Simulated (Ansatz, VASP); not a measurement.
# One calculation of SiHgRh, two programs

The input INCAR:

```
SYSTEM = SiHgRh
PREC = Accurate
ENCUT = 520
EDIFF = 1E-6
ISMEAR = 0
SIGMA = 0.1
LREAL = .FALSE.
LASPH = .TRUE.
NELM = 100
ALGO = Normal
ISIF = 2
LWAVE = .FALSE.
LCHARG = .FALSE.
GGA = PE
NBANDS = 22
```

KPOINTS

```
regular mesh
0
G
  6 6 4
  0 0 0
```

The input POSCAR:

```
SiHgRh
1.0
    4.0920133500      0.0000000000      0.0000000000
   -2.0460066800      3.5437875100      0.0000000000
    0.0000000000      0.0000000000      4.0406286100
Si Hg Rh
1 1 1
Direct
    0.3333333300      0.6666666700      0.5000000000
    0.6666666700      0.3333333300      0.0000000000
    0.0000000000      0.0000000000      0.5000000000
```

Input for Ansatz:

```yaml
crystal:
  lattice:
    - [4.09201335, 0.0, 0.0]
    - [-2.04600668, 3.54378751, 0.0]
    - [0.0, 0.0, 4.04062861]
  atoms:
    - { symbol: Si, position: [0.33333333, 0.66666667, 0.5] }
    - { symbol: Hg, position: [0.66666667, 0.33333333, 0.0] }
    - { symbol: Rh, position: [0.0, 0.0, 0.5] }
basis:
  ecutwfc: 420
kpoints:
  mp_grid: { grid: [6, 6, 4] }
hamiltonian:
  xc: pbe
scf:
  occupations: { method: gaussian, width: 0.1 }
  lower_state_search: "off"
output:
  forces: true
  stress: true
  eigenvalues: true
```

Change from the starting cell: species swapped into the GdCuSi type (P-6m2, No. 187).

Alike in both runs: task single point; functional PBE; k mesh 6 × 6 × 4; occupations gaussian, width 0.1 eV; no spin polarisation.

|  | VASP | Ansatz |
| --- | --- | --- |
| version | VASP 6.6.1 | Ansatz 0.2.0 |
| potentials or method | VASP PAW PBE potentials, release 64 (Si, Hg, Rh_pv), cutoff 520 eV | scalar-relativistic, plane waves, PAW |
| valence electrons in the cell | 31 | 41 |

```tsv
	VASP	Ansatz	Ansatz less VASP
gap on the k mesh at the Fermi level (eV)	none	none	-
pressure (GPa)	-6.8	-7.0	-0.21
traceless stress, the component that is largest in VASP (GPa)	-0.46	-0.46	+0.004
```

A gap of «none» marks a metal or a gap that the smearing closes. The functional is the same, so the differences come from potentials, cutoffs and numerics. VASP's potentials hold 31 valence electrons a cell and Ansatz's 41, so a difference there can come from the potentials and not from the codes.

The k mesh is coarse, so the values compare programs but aren't converged. Neither program's run includes spin-orbit coupling.
